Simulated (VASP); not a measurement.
# BN (wurtzite type) (P6_3mc) in VASP: a series of runs

The runs below take BN (wurtzite type) through single point, relaxation of cell and atoms, with PBE.

Everything below comes from runs of VASP 6.6.1. Logs are shortened: lines on timing, memory, paths and dates and some standing lists are left out, and cuts for length are marked.

## (1) The cell of the first run

The structure is hexagonal, space group P6_3mc (No. 186). Conventional cell: a = 2.162 Å, b = 2.162 Å, c = 3.607 Å, α = 90.00°, β = 90.00°, γ = 120.00°. B (site symmetry 3m) has 4 N at 1.33 to 1.34 Å within 1.8 Å. N (site symmetry 3m) has 4 B at 1.33 to 1.34 Å within 1.8 Å.

## (2) Single point, PBE

Input file INCAR:

```
SYSTEM = BN
PREC = Accurate
ENCUT = 520
EDIFF = 1E-6
ISMEAR = -1
SIGMA = 0.08
LREAL = .False.
LASPH = .True.
NELM = 60
ALGO = Normal
ISIF = 2
LWAVE = .False.
LCHARG = .False.
GGA = PE
NBANDS = 16
```

Input file KPOINTS:

```
regular mesh
0
Gamma
  14 14 8
  0 0 0
```

Input file POSCAR:

```
BN
1.0
    2.1620727020      0.0000000000      0.0000000000
   -1.0810363510      1.8724098848      0.0000000000
    0.0000000000      0.0000000000      3.6068118251
B N
2 2
Direct
    0.3333333333      0.6666666667      0.0025862379
    0.6666666667      0.3333333333      0.5025862379
    0.3333333333      0.6666666667      0.3734137621
    0.6666666667      0.3333333333      0.8734137621
```

Potentials or basis: VASP PAW PBE potentials, release 64 (B, N).

The run is started by

```console
cat potpaw_PBE.64/B/POTCAR potpaw_PBE.64/N/POTCAR > POTCAR
mpirun -np 1 vasp_std > vasp.out
```

OUTCAR:

```text
SYSTEM = BN
   PREC = Accurate
   ENCUT = 520
   EDIFF = 1E-6
   ISMEAR = -1
   LREAL = .False.
   LASPH = .True.
   NELM = 60
   ISIF = 2
   GGA = PE

 ion  position               nearest neighbor table
   1  0.333  0.667  0.003-   4 1.33   4 1.33   4 1.33   3 1.34
   2  0.667  0.333  0.503-   3 1.33   3 1.33   3 1.33   4 1.34
   3  0.333  0.667  0.373-   2 1.33   2 1.33   2 1.33   1 1.34
   4  0.667  0.333  0.873-   1 1.33   1 1.33   1 1.33   2 1.34

  LATTYP: Found a hexagonal cell.
 ALAT       =     2.1620727020
 C/A-ratio  =     1.6682194922

  Lattice vectors:

 A1 = (   2.1620727020,   0.0000000000,   0.0000000000)
 A2 = (  -1.0810363510,   1.8724098848,   0.0000000000)
 A3 = (   0.0000000000,   0.0000000000,   3.6068118251)

Analysis of symmetry for initial positions (statically):
=====================================================================
 Subroutine PRICEL returns:
 Original cell was already a primitive cell.

 Routine SETGRP: Setting up the symmetry group for a
 hexagonal supercell.

 Subroutine GETGRP returns: Found 12 space group operations
 (whereof  6 operations were pure point group operations)
 out of a pool of 24 trial point group operations.

The static configuration has the point symmetry C_3v.
 The point group associated with its full space group is C_6v.

Analysis of symmetry for dynamics (positions and initial velocities):
=====================================================================
 Subroutine PRICEL returns:
 Original cell was already a primitive cell.

 Routine SETGRP: Setting up the symmetry group for a
 hexagonal supercell.

 Subroutine GETGRP returns: Found 12 space group operations
 (whereof  6 operations were pure point group operations)
 out of a pool of 24 trial point group operations.

The dynamic configuration has the point symmetry C_3v.
 The point group associated with its full space group is C_6v.

 Subroutine INISYM returns: Found 12 space group operations
 (whereof  6 operations are pure point group operations),
 and found     1 'primitive' translations

----------------------------------------------------------------------------------------

                                     Primitive cell

  volume of cell :      14.6014

  direct lattice vectors                    reciprocal lattice vectors
     2.162072702  0.000000000  0.000000000     0.462519137  0.267035548  0.000000000
    -1.081036351  1.872409885  0.000000000     0.000000000  0.534071096  0.000000000
     0.000000000  0.000000000  3.606811825     0.000000000  0.000000000  0.277253167

  length of vectors
     2.162072702  2.162072702  3.606811825     0.534071096  0.534071096  0.277253167

  position of ions in fractional coordinates (direct lattice)
     0.333333333  0.666666667  0.002586238
     0.666666667  0.333333333  0.502586238
     0.333333333  0.666666667  0.373413762
     0.666666667  0.333333333  0.873413762

  ion indices of the primitive-cell ions
   primitive index   ion index
                 1           1
                 2           2
                 3           3
                 4           4

----------------------------------------------------------------------------------------

 KPOINTS: regular mesh

Automatic generation of k-mesh.
 Grid dimensions read from file:
 generate k-points for:   14   14    8

 Generating k-lattice:

  Cartesian coordinates                     Fractional coordinates (reciprocal lattice)
     0.033037081  0.019073968  0.000000000     0.071428571  0.000000000  0.000000000
     0.000000000  0.038147935  0.000000000     0.000000000  0.071428571  0.000000000
     0.000000000  0.000000000  0.034656646     0.000000000  0.000000000  0.125000000

  Length of vectors
     0.038147935  0.038147935  0.034656646

  Shift w.r.t. Gamma in fractional coordinates (k-lattice)
     0.000000000  0.000000000  0.000000000

 Subroutine IBZKPT returns following result:
 ===========================================

 Found    120 irreducible k-points:

 Following reciprocal coordinates:
            Coordinates               Weight
  0.000000  0.000000  0.000000      1.000000
  0.071429  0.000000  0.000000      6.000000
  0.142857 -0.000000  0.000000      6.000000
  0.214286  0.000000  0.000000      6.000000
  0.285714 -0.000000  0.000000      6.000000
  0.357143  0.000000  0.000000      6.000000
[... 16 lines left out ...]
  0.285714  0.285714  0.000000      6.000000
  0.357143  0.285714  0.000000      6.000000
 [... further k-points ...]
   k-points           NKPTS =    120   k-points in BZ     NKDIM =    120   number of bands    NBANDS=     16
   number of dos      NEDOS =    301   number of ions     NIONS =      4
   total plane-waves  NPLWV =   7168
   dimension x,y,z NGX =    16 NGY =   16 NGZ =   28
   dimension x,y,z NGXF=    32 NGYF=   32 NGZF=   56
   ions per type =               2   2
   NGX,Y,Z   is equivalent  to a cutoff of  12.30, 12.30, 12.91 a.u.
   NGXF,Y,Z  is equivalent  to a cutoff of  24.61, 24.61, 25.81 a.u.
 SYSTEM =  BN
   PREC   = accura    normal or accurate (medium, high low for compatibility)
   ISTART =      0    job   : 0-new  1-cont  2-samecut
   ICHARG =      2    charge: 1-file 2-atom 10-const
   ISPIN  =      1    spin polarized calculation?
   LNONCOLLINEAR =      F non collinear calculations
   LSORBIT =      F    spin-orbit coupling
   LASPH  =      T    aspherical Exc in radial PAW
   ENCUT  =  520.0 eV  38.22 Ry    6.18 a.u.   4.02  4.02  6.71*2*pi/ulx,y,z
   NELM   =     60;   NELMIN=  2; NELMDL= -5     # of ELM steps
   EDIFF  = 0.1E-05   stopping-criterion for ELM
   LREAL  =      F    real-space projection
   EDIFFG = 0.1E-04   stopping-criterion for IOM
   NSW    =      0    number of steps for IOM
   IBRION =     -1    ionic relax: 0-MD 1-quasi-New 2-CG
   NFREE  =      0    steps in history (QN), initial steepest desc. (CG)
   ISIF   =      2    stress and relaxation
   ISYM   =      2    0-nonsym 1-usesym 2-fastsym
   POTIM  = 0.5000    time-step for ionic-motion
   TEBEG  =    0.0;   TEEND  =   0.0 temperature during run
   PSTRESS=    0.0 pullay stress
   NELECT =      16.0000    total number of electrons
   NUPDOWN=      -1.0000    fix difference up-down
   EMIN   =  10.00;   EMAX   =-10.00  energy-range for DOS
   EFERMI =   0.00;   METHOD = LEGACY
   ISMEAR =    -1;   SIGMA  =   0.08  broadening in eV -4-tet -1-fermi 0-gaus
   EFERMI_NEDOS =   21; number of points for ismear=-14 and -15
   IALGO  =     38    algorithm
   IMIX   =      4    mixing-type and parameters
     AMIX     =   0.40;   BMIX     =  1.00
     AMIX_MAG =   1.60;   BMIX_MAG =  1.00
  volume/ion in A,a.u.               =       3.65        24.63
  Fermi-wavevector in a.u.,A,eV,Ry     =   1.687783  3.189447 38.757709  2.848611
  Thomas-Fermi vector in A             =   2.770207
   LORBIT       =      0    0 simple, 1 ext, 2 COOP (PROOUT), +10 PAW based schemes
   GGA     = PE    functional components
   LHFCALC =     F    Hartree Fock is set to
   AEXX    =    0.0000 exact exchange contribution
   IVDW    =     0    specifies the selected vdW correction
   LEPSILON=     F    determine dielectric tensor
   LRPA    =     F    only Hartree local field effects (RPA)
 non-spin polarized calculation
  energy-cutoff  :      520.00
  volume of cell :       14.60
 maximum number of plane-waves:       403
   NGX =  9   NGY =  9   NGZ = 13

 number of electron      15.9999997 magnetization

 Free energy of the ion-electron system (eV)
  ---------------------------------------------------
  ext. energy  EPLUGINS =         0.00000000
  ---------------------------------------------------
  free energy    TOTEN  =       -26.00332306 eV

  energy without entropy =      -26.00332306  energy(sigma->0) =      -26.00332306

 E-fermi :  16.4638     XC(G=0): -15.3538

 val. band max:       15.0606711621   @ k =   0.0000   0.0000   0.0000
 cond. band min:      18.6053472794   @ k =   0.3571   0.2857   0.0000
 fundamental gap:      3.5446761173
 Fermi energy:        16.4637979070

 k-point     1 :       0.0000    0.0000    0.0000
  band No.  band energies     occupation
      1     -12.2143      2.00000
      2      -5.6990      2.00000
      3      -1.5244      2.00000
      4      11.6601      2.00000
      5      11.6601      2.00000
      6      14.1651      2.00000
[... 8 lines left out ...]
     15      34.1832      0.00000
     16      37.9056      0.00000

 k-point     2 :       0.0714    0.0000    0.0000
  band No.  band energies     occupation
      1     -12.0571      2.00000
      2      -5.5574      2.00000
      3      -1.3864      2.00000
      4      10.9486      2.00000
      5      11.2885      2.00000
      6      13.9872      2.00000
[... 8 lines left out ...]
     15      34.6585      0.00000
     16      37.1563      0.00000

 k-point     3 :       0.1429   -0.0000    0.0000
  band No.  band energies     occupation
      1     -11.5868      2.00000
      2      -5.1406      2.00000
      3      -0.9764      2.00000
      4       9.1288      2.00000
      5      10.3978      2.00000
      6      13.0178      2.00000
[... 8 lines left out ...]
     15      34.3057      0.00000
     16      36.3386      0.00000

 k-point     4 :       0.2143    0.0000    0.0000
  band No.  band energies     occupation
      1     -10.8089      2.00000
      2      -4.4812      2.00000
      3      -0.3145      2.00000
      4       6.7917      2.00000
      5       9.3536      2.00000
      6      11.0327      2.00000
[... 8 lines left out ...]
     15      35.0075      0.00000
     16      36.8969      0.00000
[... 324 lines left out ...]
 k-point    22 :       0.3571    0.2143    0.0000
  band No.  band energies     occupation
      1      -5.0888      2.00000
      2      -3.2756      2.00000
      3       1.1786      2.00000
      4       3.5862      2.00000
      5       4.6434      2.00000
      6       6.0484      2.00000
[... 8 lines left out ...]
     15      37.2756      0.00000
     16      38.8558      0.00000

 k-point    23 :       0.2857    0.2857    0.0000
  band No.  band energies     occupation
      1      -5.1734      2.00000
      2      -2.6956      2.00000
      3       0.7838      2.00000
      4       3.2511      2.00000
      5       5.2192      2.00000
      6       6.0313      2.00000
[... 8 lines left out ...]
     15      38.3364      0.00000
     16      38.5582      0.00000

 k-point    24 :       0.3571    0.2857    0.0000
  band No.  band energies     occupation
      1      -4.0091      2.00000
      2      -3.3529      2.00000
      3       0.1517      2.00000
      4       4.2491      2.00000
      5       4.8610      2.00000
      6       6.1945      2.00000
[... 8 lines left out ...]
     15      37.1811      0.00000
     16      38.3152      0.00000

 [... further k-points ...]
[... 5 lines left out ...]
  --------------------------------------------------------------------------------------
  -------------------------------------------------------------------------------------
  Total       40.3751935     40.3751935     40.3809999      0.0000000      0.0000000      0.0000000
  in kB     4430.2730690   4430.2730691   4430.9101918      0.0000000      0.0000000      0.0000000
  external PRESSURE =    4430.4854433 kB  Pullay stress =       0.0000000 kB

 VOLUME and BASIS-vectors are now :
 -----------------------------------------------------------------------------
  energy-cutoff  :      520.00
  volume of cell :       14.60
      direct lattice vectors                 reciprocal lattice vectors
     2.162072702  0.000000000  0.000000000     0.462519137  0.267035548  0.000000000
    -1.081036351  1.872409885  0.000000000     0.000000000  0.534071096  0.000000000
     0.000000000  0.000000000  3.606811825     0.000000000  0.000000000  0.277253167

 POSITION                                       TOTAL-FORCE (eV/Angst)
 -----------------------------------------------------------------------------------
     -0.00000      1.24827      0.00933         0.000000     -0.000000      0.005239
      1.08104      0.62414      1.81273        -0.000000      0.000000      0.005239
     -0.00000      1.24827      1.34683        -0.000000      0.000000     -0.005239
      1.08104      0.62414      3.15024         0.000000      0.000000     -0.005239
 -----------------------------------------------------------------------------------
    total drift:                               -0.000001     -0.000001     -0.001034

  FREE ENERGIE OF THE ION-ELECTRON SYSTEM (eV)
  ---------------------------------------------------
  free  energy   TOTEN  =       -26.0033230602 eV

  energy  without entropy=      -26.0033230601  energy(sigma->0) =      -26.00332306
```

It took 28 s on 1 thread of Intel Xeon Platinum 8488C (Sapphire Rapids), shared host; peak memory 0.13 GiB.

What came out:

```yaml
Free_energy: -26.0033 eV
Pressure: 443.0 GPa
Largest_force: 0.005 eV/Å
Band_gap_on_the_k_mesh: 3.54 eV, indirect (least direct gap 10.22 eV)
```

Forces in eV/Å, atoms in the order of the input:
```
B    0.000  0.000  0.005
B    0.000  0.000  0.005
N    0.000  0.000 -0.005
N    0.000  0.000 -0.005
```

## (3) Relaxation of cell and atoms, PBE, target pressure 440 GPa, at which the enthalpy is minimised

This run uses another cell than the first one, of 3.57 Å³/atom, 0.979 times its volume.

Input file INCAR:

```
ALGO = Normal
EDIFF = 1E-6
EDIFFG = -0.005
ENCUT = 600
GGA = PE
IBRION = 2
ISIF = 3
ISMEAR = -1
LASPH = T
LCHARG = F
LREAL = F
LWAVE = F
NELM = 100
NSW = 60
PREC = Accurate
PSTRESS = 4400.0
SIGMA = 0.08
```

Input file KPOINTS:

```
k-points
0
Gamma
  14 14 8
```

Input file POSCAR:

```
BN
1.0
    2.1636660834      0.0000000000      0.0000000000
   -1.0818330417      1.8737897935      0.0000000000
    0.0000000000      0.0000000000      3.5267757159
B N
2 2
Direct
    0.3333333333      0.6666666667      0.0000000000
    0.6666666667      0.3333333333      0.5000000000
    0.3333333333      0.6666666667      0.3760000000
    0.6666666667      0.3333333333      0.8760000000
```

Potentials or basis: VASP PAW PBE potentials, release 64 (B, N).

The run is started by

```console
cat potpaw_PBE.64/B/POTCAR potpaw_PBE.64/N/POTCAR > POTCAR
mpirun -np 1 vasp_std > vasp.out
```

OUTCAR:

```text
EDIFF = 1E-6
   EDIFFG = -0.005
   ENCUT = 600
   GGA = PE
   IBRION = 2
   ISIF = 3
   ISMEAR = -1
   LASPH = T
   LREAL = F
   NELM = 100
   NSW = 60
   PREC = Accurate
   PSTRESS = 4400.0

 ion  position               nearest neighbor table
   1  0.333  0.667  0.000-   4 1.32   4 1.32   4 1.32   3 1.33   2 2.16   2 2.16   2 2.16   2 2.16
                             2 2.16   2 2.16
   2  0.667  0.333  0.500-   3 1.32   3 1.32   3 1.32   4 1.33   1 2.16   1 2.16   1 2.16   1 2.16
                             1 2.16   1 2.16
   3  0.333  0.667  0.376-   2 1.32   2 1.32   2 1.32   1 1.33
   4  0.667  0.333  0.876-   1 1.32   1 1.32   1 1.32   2 1.33

  LATTYP: Found a hexagonal cell.
 ALAT       =     2.1636660834
 C/A-ratio  =     1.6300000000

  Lattice vectors:

 A1 = (   2.1636660834,   0.0000000000,   0.0000000000)
[... 473 lines left out ...]

 E-fermi :  16.4692     XC(G=0): -15.3436

 val. band max:       15.0254052892   @ k =   0.0000   0.0000   0.0000
 cond. band min:      18.5794351296   @ k =   0.3571   0.2857   0.0000
 fundamental gap:      3.5540298404
 Fermi energy:        16.4692245221

 k-point     1 :       0.0000    0.0000    0.0000
  band No.  band energies     occupation
      1     -12.2187      2.00000
      2      -5.7128      2.00000
      3      -1.5342      2.00000
      4      11.6305      2.00000
      5      11.6305      2.00000
      6      14.1297      2.00000
      7      15.0254      2.00000
      8      15.0254      2.00000
      9      25.2423      0.00000
     10      25.2423      0.00000
     11      25.7814      0.00000
     12      30.7725      0.00000
[... 331 lines left out ...]
 k-point    24 :       0.3571    0.2857    0.0000
  band No.  band energies     occupation
      1      -4.0268      2.00000
      2      -3.3704      2.00000
      3       0.1425      2.00000
      4       4.2313      2.00000
      5       4.8420      2.00000
      6       6.1764      2.00000
      7       6.5511      2.00000
      8       7.4735      2.00000
      9      18.5794      0.00000
     10      31.8864      0.00000
     11      33.2863      0.00000
     12      34.6222      0.00000

 [... further k-points ...]
[... 5 lines left out ...]
  --------------------------------------------------------------------------------------
  -------------------------------------------------------------------------------------
  Total       40.1811560     40.1811560     40.1841785      0.0000000      0.0000000      0.0000000
  in kB     4401.1472244   4401.1472242   4401.4782908      0.0000000      0.0000000      0.0000000
  external PRESSURE =       1.2575798 kB  Pullay stress =    4400.0000000 kB
[... 23 lines left out ...]
  energy  without entropy=      -26.0860361631  energy(sigma->0) =      -26.08603616

  enthalpy is  TOTEN    =        14.0846460099 eV   P V=       40.1706821731

 reached required accuracy - stopping structural energy minimisation
```

CONTCAR:

```text
BN
   1.00000000000000
     2.1633604883874318   -0.0000000000000000    0.0000000000000000
    -1.0816802441937159    1.8735251404267805    0.0000000000000000
     0.0000000000000000    0.0000000000000000    3.6089319590566733
  B               N
     2     2
Direct
     0.3333333332999970    0.6666666667000030    0.0025910522743546
     0.6666666667000030    0.3333333332999970    0.5025910522743547
     0.3333333332999970    0.6666666667000030    0.3734089477256430
     0.6666666667000030    0.3333333332999970    0.8734089477256429

  0.00000000E+00  0.00000000E+00  0.00000000E+00
  0.00000000E+00  0.00000000E+00  0.00000000E+00
  0.00000000E+00  0.00000000E+00  0.00000000E+00
  0.00000000E+00  0.00000000E+00  0.00000000E+00
```

Run time: 84 s. Hardware: 1 thread of Intel Xeon Platinum 8488C (Sapphire Rapids), shared host; peak memory 0.13 GiB.

What came out:

* Free energy: -26.0860 eV
* Relaxed volume: 3.66 Å³/atom
* Relaxed cell: a = 2.163 Å, b = 2.163 Å, c = 3.609 Å, α = 90.00°, β = 90.00°, γ = 120.00°
* Space group after relaxing (to 0.05 Å): P6_3mc (No. 186)
* Energy change on relaxing (the enthalpy is what falls): -245.9 meV/atom
* Ionic steps: 8
* Pressure after relaxing: 440.1 GPa
* Band gap on the k mesh: 3.55 eV, indirect (least direct gap 10.22 eV)

The path:
```tsv
step	energy change (eV)	largest force (eV/Å)	pressure (GPa)	volume (Å³)
1	0.0000	0.3234	480.51	14.30
2	-4.5432	0.1318	287.50	16.24
3	-1.2325	0.1768	429.94	14.72
4	-1.1630	0.1792	432.81	14.70
5	-0.7643	0.0875	448.22	14.55
6	-0.9864	0.1318	440.04	14.63
7	-0.9612	0.6803	440.70	14.62
8	-0.9835	0.0012	440.13	14.63
```

Final structure:
```
B N
1.0
     2.16336    0.00000    0.00000
    -1.08168    1.87353    0.00000
     0.00000    0.00000    3.60893
B N
2 2
Cartesian
  0.0000 1.2490 0.0094
  1.0817 0.6245 1.8138
  0.0000 1.2490 1.3476
  1.0817 0.6245 3.1521
```

Caveat: the cell is relaxed towards a set pressure, so the enthalpy falls and the energy may rise.
